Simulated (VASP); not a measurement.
# TiSe2 (P-3m1) in VASP: single point with LDA

Aim: the single point of TiSe2 with LDA.

All numbers are computed with VASP 6.6.1; they aren't measurements. Logs are shortened: lines on timing, memory, paths and dates and some standing lists are left out, and cuts for length are marked.

## (1) The cell of the first run

Symmetry: P-3m1, No. 164, trigonal system. The conventional cell has a = 3.406 Å, b = 3.406 Å, c = 5.699 Å, α = 90.00°, β = 90.00°, γ = 120.00°. Ti (site symmetry -3m) has 6 Se at 2.50 Å and 6 Ti at 3.41 Å within 3.5 Å. Within 3.5 Å of Se (site symmetry 3m) lie 3 Ti at 2.50 Å and 9 Se at 3.27 to 3.41 Å.

## (2) Single point, LDA

Contents of INCAR:

```
PREC = Accurate
ENCUT = 500
EDIFF = 1E-6
ISMEAR = -1
SIGMA = 0.01
LREAL = F
LASPH = T
NELM = 120
ALGO = Normal
ISIF = 2
LWAVE = F
LCHARG = F
NBANDS = 19
GGA_COMPAT = F
```

Contents of KPOINTS:

```
regular mesh
0
Gamma
  16 16 8
```

Contents of POSCAR:

```
TiSe2
1.0
    3.4057729243      0.0000000000      0.0000000000
   -1.7028864622      2.9494858720      0.0000000000
    0.0000000000      0.0000000000      5.6991083496
Ti Se
1 2
Direct
    0.0000000000      0.0000000000      0.0000000000
    0.3333333333      0.6666666667      0.2707591905
    0.6666666667      0.3333333333     -0.2707591905
```

Potentials or basis: VASP PAW LDA potentials, release 64 (Ti_sv, Se).

Started as:

```bash
> cat potpaw_LDA.64/Ti_sv/POTCAR potpaw_LDA.64/Se/POTCAR > POTCAR
> mpirun -np 1 vasp_std > vasp.out
```

OUTCAR:

```text
PREC = Accurate
   ENCUT = 500
   EDIFF = 1E-6
   ISMEAR = -1
   LREAL = F
   LASPH = T
   NELM = 120
   ISIF = 2

 ion  position               nearest neighbor table
   1  0.000  0.000  0.000-   2 2.50   3 2.50   3 2.50   2 2.50   3 2.50   2 2.50
   2  0.333  0.667  0.271-   1 2.50   1 2.50   1 2.50
   3  0.667  0.333  0.729-   1 2.50   1 2.50   1 2.50

  LATTYP: Found a hexagonal cell.
 ALAT       =     3.4057729243
 C/A-ratio  =     1.6733670965

  Lattice vectors:

 A1 = (   3.4057729243,   0.0000000000,   0.0000000000)
 A2 = (  -1.7028864622,   2.9494858720,   0.0000000000)
 A3 = (   0.0000000000,   0.0000000000,   5.6991083496)

Analysis of symmetry for initial positions (statically):
=====================================================================
 Subroutine PRICEL returns:
 Original cell was already a primitive cell.

 Routine SETGRP: Setting up the symmetry group for a
 hexagonal supercell.

 Subroutine GETGRP returns: Found 12 space group operations
 (whereof 12 operations were pure point group operations)
 out of a pool of 24 trial point group operations.

The static configuration has the point symmetry D_3d.

Analysis of symmetry for dynamics (positions and initial velocities):
=====================================================================
 Subroutine PRICEL returns:
 Original cell was already a primitive cell.

 Routine SETGRP: Setting up the symmetry group for a
 hexagonal supercell.

 Subroutine GETGRP returns: Found 12 space group operations
 (whereof 12 operations were pure point group operations)
 out of a pool of 24 trial point group operations.

The dynamic configuration has the point symmetry D_3d.

 Subroutine INISYM returns: Found 12 space group operations
 (whereof 12 operations are pure point group operations),
 and found     1 'primitive' translations

----------------------------------------------------------------------------------------

                                     Primitive cell

  volume of cell :      57.2491

  direct lattice vectors                    reciprocal lattice vectors
     3.405772924  0.000000000  0.000000000     0.293619106  0.169521070  0.000000000
    -1.702886462  2.949485872  0.000000000     0.000000000  0.339042139  0.000000000
     0.000000000  0.000000000  5.699108350     0.000000000  0.000000000  0.175466045

  length of vectors
     3.405772924  3.405772924  5.699108350     0.339042139  0.339042139  0.175466045

  position of ions in fractional coordinates (direct lattice)
     0.000000000  0.000000000  0.000000000
     0.333333333  0.666666667  0.270759191
     0.666666667  0.333333333  0.729240809

  ion indices of the primitive-cell ions
   primitive index   ion index
                 1           1
                 2           2
                 3           3

----------------------------------------------------------------------------------------

 KPOINTS: regular mesh

Automatic generation of k-mesh.
 Grid dimensions read from file:
 generate k-points for:   16   16    8

 Generating k-lattice:

  Cartesian coordinates                     Fractional coordinates (reciprocal lattice)
     0.018351194  0.010595067  0.000000000     0.062500000  0.000000000  0.000000000
     0.000000000  0.021190134  0.000000000     0.000000000  0.062500000  0.000000000
     0.000000000  0.000000000  0.021933256     0.000000000  0.000000000  0.125000000

  Length of vectors
     0.021190134  0.021190134  0.021933256

  Shift w.r.t. Gamma in fractional coordinates (k-lattice)
     0.000000000  0.000000000  0.000000000

 Subroutine IBZKPT returns following result:
 ===========================================

 Found    213 irreducible k-points:

 Following reciprocal coordinates:
            Coordinates               Weight
  0.000000  0.000000  0.000000      1.000000
  0.062500  0.000000  0.000000      6.000000
  0.125000  0.000000  0.000000      6.000000
  0.187500  0.000000  0.000000      6.000000
  0.250000  0.000000  0.000000      6.000000
  0.312500  0.000000  0.000000      6.000000
[... 16 lines left out ...]
  0.187500  0.187500  0.000000      6.000000
  0.250000  0.187500  0.000000     12.000000
 [... further k-points ...]
   k-points           NKPTS =    213   k-points in BZ     NKDIM =    213   number of bands    NBANDS=     19
   number of dos      NEDOS =    301   number of ions     NIONS =      3
   total plane-waves  NPLWV =  32928
   dimension x,y,z NGX =    28 NGY =   28 NGZ =   42
   dimension x,y,z NGXF=    56 NGYF=   56 NGZF=   84
   ions per type =               1   2
   NGX,Y,Z   is equivalent  to a cutoff of  13.67, 13.67, 12.25 a.u.
   NGXF,Y,Z  is equivalent  to a cutoff of  27.34, 27.34, 24.50 a.u.
 SYSTEM =  unknown system
   PREC   = accura    normal or accurate (medium, high low for compatibility)
   ISTART =      0    job   : 0-new  1-cont  2-samecut
   ICHARG =      2    charge: 1-file 2-atom 10-const
   ISPIN  =      1    spin polarized calculation?
   LNONCOLLINEAR =      F non collinear calculations
   LSORBIT =      F    spin-orbit coupling
   LASPH  =      T    aspherical Exc in radial PAW
   ENCUT  =  500.0 eV  36.75 Ry    6.06 a.u.   6.21  6.21 10.39*2*pi/ulx,y,z
   NELM   =    120;   NELMIN=  2; NELMDL= -5     # of ELM steps
   EDIFF  = 0.1E-05   stopping-criterion for ELM
   LREAL  =      F    real-space projection
   EDIFFG = 0.1E-04   stopping-criterion for IOM
   NSW    =      0    number of steps for IOM
   IBRION =     -1    ionic relax: 0-MD 1-quasi-New 2-CG
   NFREE  =      0    steps in history (QN), initial steepest desc. (CG)
   ISIF   =      2    stress and relaxation
   ISYM   =      2    0-nonsym 1-usesym 2-fastsym
   POTIM  = 0.5000    time-step for ionic-motion
   TEBEG  =    0.0;   TEEND  =   0.0 temperature during run
   PSTRESS=    0.0 pullay stress
   NELECT =      24.0000    total number of electrons
   NUPDOWN=      -1.0000    fix difference up-down
   EMIN   =  10.00;   EMAX   =-10.00  energy-range for DOS
   EFERMI =   0.00;   METHOD = LEGACY
   ISMEAR =    -1;   SIGMA  =   0.01  broadening in eV -4-tet -1-fermi 0-gaus
   EFERMI_NEDOS =   21; number of points for ismear=-14 and -15
   IALGO  =     38    algorithm
   IMIX   =      4    mixing-type and parameters
     AMIX     =   0.40;   BMIX     =  1.00
     AMIX_MAG =   1.60;   BMIX_MAG =  1.00
  volume/ion in A,a.u.               =      19.08       128.78
  Fermi-wavevector in a.u.,A,eV,Ry     =   1.225243  2.315374 20.425347  1.501221
  Thomas-Fermi vector in A             =   2.360288
   LORBIT       =      0    0 simple, 1 ext, 2 COOP (PROOUT), +10 PAW based schemes
   GGA     = CA    functional components
   LHFCALC =     F    Hartree Fock is set to
   AEXX    =    0.0000 exact exchange contribution
   IVDW    =     0    specifies the selected vdW correction
   LEPSILON=     F    determine dielectric tensor
   LRPA    =     F    only Hartree local field effects (RPA)
 non-spin polarized calculation
  energy-cutoff  :      500.00
  volume of cell :       57.25
 maximum number of plane-waves:      1479
 NGX is ok and might be reduce to    28
   NGX = 13   NGY = 13   NGZ = 21

 number of electron      24.0000001 magnetization

 Free energy of the ion-electron system (eV)
  ---------------------------------------------------
  ext. energy  EPLUGINS =         0.00000000
  ---------------------------------------------------
  free energy    TOTEN  =       -20.32145388 eV

  energy without entropy =      -20.32106967  energy(sigma->0) =      -20.32126177

 E-fermi :   6.1306     XC(G=0): -10.9345

 val. band max:        6.1292215100   @ k =  -0.0625   0.5000   0.3750
 cond. band min:       6.1325063620   @ k =   0.0625   0.0000   0.2500
 fundamental gap:      0.0032848521
 Fermi energy:         6.1305568415

 k-point     1 :       0.0000    0.0000    0.0000
  band No.  band energies     occupation
      1     -50.4676      2.00000
      2     -27.1222      2.00000
      3     -27.0819      2.00000
      4     -27.0819      2.00000
      5      -8.4721      2.00000
      6      -6.5613      2.00000
[... 11 lines left out ...]
     18      11.9175      0.00000
     19      12.7523      0.00000

 k-point     2 :       0.0625    0.0000    0.0000
  band No.  band energies     occupation
      1     -50.4671      2.00000
      2     -27.1209      2.00000
      3     -27.0875      2.00000
      4     -27.0832      2.00000
      5      -8.4217      2.00000
      6      -6.5444      2.00000
[... 11 lines left out ...]
     18      12.3033      0.00000
     19      13.0400      0.00000

 k-point     3 :       0.1250    0.0000    0.0000
  band No.  band energies     occupation
      1     -50.4655      2.00000
      2     -27.1174      2.00000
      3     -27.1030      2.00000
      4     -27.0867      2.00000
      5      -8.2734      2.00000
      6      -6.4963      2.00000
[... 11 lines left out ...]
     18      13.0468      0.00000
     19      13.7250      0.00000

 k-point     4 :       0.1875    0.0000    0.0000
  band No.  band energies     occupation
      1     -50.4633      2.00000
      2     -27.1266      2.00000
      3     -27.1119      2.00000
      4     -27.0919      2.00000
      5      -8.0361      2.00000
      6      -6.4244      2.00000
[... 407 lines left out ...]
     18      12.8753      0.00000
     19      13.7615      0.00000

 k-point    23 :       0.1875    0.1875    0.0000
  band No.  band energies     occupation
      1     -50.4573      2.00000
      2     -27.1767      2.00000
      3     -27.1165      2.00000
      4     -27.0976      2.00000
      5      -7.2928      2.00000
      6      -6.2416      2.00000
[... 11 lines left out ...]
     18      13.7549      0.00000
     19      14.8634      0.00000

 k-point    24 :       0.2500    0.1875    0.0000
  band No.  band energies     occupation
      1     -50.4552      2.00000
      2     -27.1917      2.00000
      3     -27.1274      2.00000
      4     -27.0929      2.00000
      5      -6.9640      2.00000
      6      -6.1912      2.00000
[... 11 lines left out ...]
     18      13.0006      0.00000
     19      14.8214      0.00000

 [... further k-points ...]

------------------------ aborting loop because EDIFF is reached ----------------------------------------

  FORCE on cell =-STRESS in cart. coord.  units (eV):
  Direction    XX          YY          ZZ          XY          YZ          ZX
  --------------------------------------------------------------------------------------
  -------------------------------------------------------------------------------------
  Total        0.8034773      0.8034773      0.8230027     -0.0000000      0.0000000      0.0000000
  in kB       22.4861575     22.4861575     23.0325962     -0.0000000      0.0000000      0.0000000
  external PRESSURE =      22.6683038 kB  Pullay stress =       0.0000000 kB

 VOLUME and BASIS-vectors are now :
 -----------------------------------------------------------------------------
  energy-cutoff  :      500.00
  volume of cell :       57.25
      direct lattice vectors                 reciprocal lattice vectors
     3.405772924  0.000000000  0.000000000     0.293619106  0.169521070  0.000000000
    -1.702886462  2.949485872  0.000000000     0.000000000  0.339042139  0.000000000
     0.000000000  0.000000000  5.699108350     0.000000000  0.000000000  0.175466045

 POSITION                                       TOTAL-FORCE (eV/Angst)
 -----------------------------------------------------------------------------------
      0.00000      0.00000      0.00000        -0.000000      0.000000      0.000000
     -0.00000      1.96632      1.54309        -0.000000      0.000000      0.040669
      1.70289      0.98316      4.15602         0.000000     -0.000000     -0.040669
 -----------------------------------------------------------------------------------
    total drift:                                0.000000      0.000000      0.000000

  FREE ENERGIE OF THE ION-ELECTRON SYSTEM (eV)
  ---------------------------------------------------
  free  energy   TOTEN  =       -20.3214538806 eV

  energy  without entropy=      -20.3210696682  energy(sigma->0) =      -20.32126177
```

Run time: 7.8 min. Hardware: 1 thread of AMD EPYC 7R43 (Zen 3), shared host; peak memory 0.28 GiB.

What came out:

```yaml
Free_energy: -20.3215 eV
Pressure: 2.3 GPa
Largest_force: 0.041 eV/Å
Band_gap_on_the_k_mesh: zero (bands 12 and 13 overlap by 0.94 eV)
```

Forces on the atoms (eV/Å):
```
Ti   0.000  0.000  0.000
Se   0.000  0.000  0.041
Se   0.000  0.000 -0.041
```
